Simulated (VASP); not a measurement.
Wanted: the native input for a VASP 6.6.1 run.

```
Task                   : single point
Functional             : PBEsol
Potentials or basis    : VASP PAW PBE potentials, release 64 (Ti_sv, N)
Cutoff                 : 520 eV
k mesh                 : 14 × 14 × 14
Occupations            : gaussian, width 0.15 eV
Spin                   : no spin polarisation
Dipole correction      : no
Further INCAR settings : ALGO = Normal; EDIFF = 1e-06; NBANDS = 16
```

The structure of TiN lies in POSCAR:

```
TiN
1.0
    0.0000000000      2.1019668650      2.1019668650
    2.1019668650      0.0000000000      2.1019668650
    2.1019668650      2.1019668650      0.0000000000
Ti N
1 1
Direct
    0.0000000000      0.0000000000      0.0000000000
    0.5000000000      0.5000000000      0.5000000000
```

These files were run (other wordings do the same):

INCAR

```
PREC = Accurate
ENCUT = 520
EDIFF = 1E-6
ISMEAR = 0
SIGMA = 0.15
LREAL = F
LASPH = T
NELM = 60
ALGO = Normal
ISIF = 2
LWAVE = F
LCHARG = F
GGA = PS
NBANDS = 16
```

KPOINTS

```
regular mesh
0
Gamma
  14 14 14
```

Potentials or basis: VASP PAW PBE potentials, release 64 (Ti_sv, N).

The run is started by

```console
$ cat potpaw_PBE.64/Ti_sv/POTCAR potpaw_PBE.64/N/POTCAR > POTCAR
$ mpirun -np 1 vasp_std > vasp.out
```

It gave:

```yaml
Pressure: 0.5 GPa
```

Caveat: the PAW data sets were made with another functional, which shifts forces and pressure a little.

Wall time 39 s on 1 thread of Intel Xeon 8259CL, with other jobs on the host, peak memory 0.16 GiB.
